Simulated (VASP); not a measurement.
A run of VASP 6.6.1 is set up as follows.

Contents of INCAR:

```
SYSTEM = Te
PREC = Accurate ; ENCUT = 600
EDIFF = 1E-6 ; ISMEAR = -1
SIGMA = 0.05 ; LREAL = .False.
LASPH = .True. ; NELM = 80
ALGO = Normal ; ISIF = 3
LWAVE = .False. ; LCHARG = .False.
GGA = PS ; IBRION = 2
NSW = 80 ; EDIFFG = -0.01
PSTRESS = 200.0
```

The input KPOINTS:

```
Automatic mesh
0
Gamma
  7 7 5
  0 0 0
```

File POSCAR:

```
Te
1.0
    3.8202894285     -2.1482026000      0.0000000000
    3.8202894285      2.1482026000      0.0000000000
   -0.0942908673      0.0000000000      5.9760906531
Te
3
Direct
    0.0000000000      0.0000000000      0.0000000000
    0.3094466100      0.3094466100      0.3388094900
    0.6905533900      0.6905533900      0.6611905100
```

Potentials or basis: VASP PAW PBE potentials, release 64 (Te).

Launch:

```bash
$ cat potpaw_PBE.64/Te/POTCAR > POTCAR
$ mpirun -np 1 vasp_std > vasp.out
```

Problem. What does it give for the relaxed cell?

Solution. a = 3.496 Å, b = 3.496 Å, c = 6.557 Å, α = 89.99°, β = 89.99°, γ = 60.00°.

Problem. Predict the band gap on the k mesh.

Solution. Zero (bands 9 and 10 overlap by 3.55 eV).

Stress tensor (GPa, compression positive):
```
20.02  0.00 -0.03
 0.00 20.05  0.00
-0.03  0.00 19.94
```

Caveat: the cell is relaxed towards a set pressure, so the run minimises the enthalpy, not the energy; the PAW data sets were made with another functional, which shifts forces and pressure a little; spin-orbit coupling is left out, which moves the levels of the heavy elements.
